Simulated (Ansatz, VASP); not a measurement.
# ZnSe in VASP and in Ansatz

File POSCAR:

```
ZnSe
1.0
    0.0000000000      2.8324206805      2.8324206805
    2.8324206805      0.0000000000      2.8324206805
    2.8324206805      2.8324206805      0.0000000000
Zn Se
1 1
Direct
    0.0000000000      0.0000000000      0.0000000000
    0.2500000000      0.2500000000      0.2500000000
```

Contents of INCAR.step1:

```
PREC = Accurate ; ENCUT = 520
ISMEAR = 0 ; SIGMA = 0.05
LREAL = False ; LASPH = True
NELM = 80 ; NBANDS = 16
GGA = PE ; ALGO = Normal
EDIFF = 1E-4 ; LWAVE = True
LCHARG = False
```

Contents of INCAR.step2:

```
PREC = Accurate ; ENCUT = 520
EDIFF = 1E-6 ; ISMEAR = 0
SIGMA = 0.05 ; LREAL = False
LASPH = True ; NELM = 80
ALGO = Normal ; ISIF = 2
LWAVE = False ; LCHARG = False
METAGGA = R2SCAN ; LMIXTAU = True
NBANDS = 16 ; ISTART = 1
```

KPOINTS

```
regular mesh
0
Gamma
  6 6 6
```

Input for Ansatz:

```yaml
crystal:
  lattice:
    - [0.0, 2.8324206805, 2.8324206805]
    - [2.8324206805, 0.0, 2.8324206805]
    - [2.8324206805, 2.8324206805, 0.0]
  atoms:
    - { symbol: Zn, position: [0.0, 0.0, 0.0] }
    - { symbol: Se, position: [0.25, 0.25, 0.25] }
kpoints:
  mp_grid: { grid: [6, 6, 6] }
hamiltonian:
  xc: r2scan
scf:
  occupations: { method: gaussian, width: 0.05 }
  n_extra_bands: 4
output:
  forces: true
  stress: true
  eigenvalues: true
```

Alike in both runs: task single point; functional r2SCAN; k mesh 6 × 6 × 6; occupations gaussian, width 0.05 eV; no spin polarisation.

|  | VASP | Ansatz |
| --- | --- | --- |
| version | VASP 6.6.1 | Ansatz 0.2.0 |
| potentials or method | VASP PAW PBE potentials, release 64 (Zn, Se) | plane waves |
| plane-wave cutoff (eV) | 520 | 500 |
| valence electrons in the cell | 18 | 28 |

```tsv
	VASP	Ansatz	Ansatz less VASP
gap on the k mesh at the Fermi level (eV)	1.87	1.87	-0.004
pressure (GPa)	0.1	0.0	-0.10
```

VASP's potentials were made for PBE, not for r2SCAN. VASP's potentials hold 18 valence electrons a cell and Ansatz's 28, so a difference there can come from the potentials and not from the codes.
